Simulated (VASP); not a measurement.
Set up this calculation in VASP 6.6.1, as the native input.

```
Task                   : single point
Functional             : PBE
Potentials or basis    : VASP PAW PBE potentials, release 64 (Lu, Mn_pv, In_d)
Cutoff                 : 520 eV
k mesh                 : 7 × 7 × 9
Occupations            : fermi-dirac, width 0.15 eV
Spin                   : collinear spin, ferromagnetic start
Starting moments       : [0.0, 2.8, 0.0] μB
Dipole correction      : no
Further INCAR settings : ALGO = Normal; EDIFF = 1e-07; NBANDS = 36
```

The structure of LuMnIn lies in POSCAR:

```
LuMnIn
1.0
    4.6067253307      0.0000000000      0.0000000000
   -2.3033626654      3.9895408860      0.0000000000
    0.0000000000      0.0000000000      3.3075226975
Lu Mn In
1 1 1
Direct
    0.0000000000      0.0000000000      0.0000000000
    0.3333333333      0.6666666667      0.5000000000
    0.6666666667      0.3333333333      0.5000000000
```

These files were run (other wordings do the same):

INCAR

```
SYSTEM = LuMnIn
PREC = Accurate
ENCUT = 520
EDIFF = 1E-7
ISMEAR = -1
SIGMA = 0.15
LREAL = .FALSE.
LASPH = .TRUE.
NELM = 150
ALGO = Normal
ISIF = 2
LWAVE = .FALSE.
LCHARG = .FALSE.
ISPIN = 2
MAGMOM = 0 2.8 0
LORBIT = 11
LMAXMIX = 4
GGA = PE
NBANDS = 36
```

KPOINTS

```
regular mesh
0
G
  7 7 9
  0 0 0
```

Potentials or basis: VASP PAW PBE potentials, release 64 (Lu, Mn_pv, In_d).

Run with:

```console
$ cat potpaw_PBE.64/Lu/POTCAR potpaw_PBE.64/Mn_pv/POTCAR potpaw_PBE.64/In_d/POTCAR > POTCAR
$ mpirun -np 1 vasp_std > vasp.out
```

Results of the run:

* Pressure: 7.0 GPa
* Net moment: 3.34 μB per cell
* Site moments: Lu -0.13; Mn +3.41; In -0.03 μB
* Valence electrons inside the program's atomic spheres: Lu 23.19; Mn 11.54; In 11.69

Caveat: the cell stands under pressure.

Run time: 89 s on 1 thread of Intel(R) Xeon(R) 6975P-C (Granite Rapids), with other jobs on the host, peak memory 0.32 GiB.
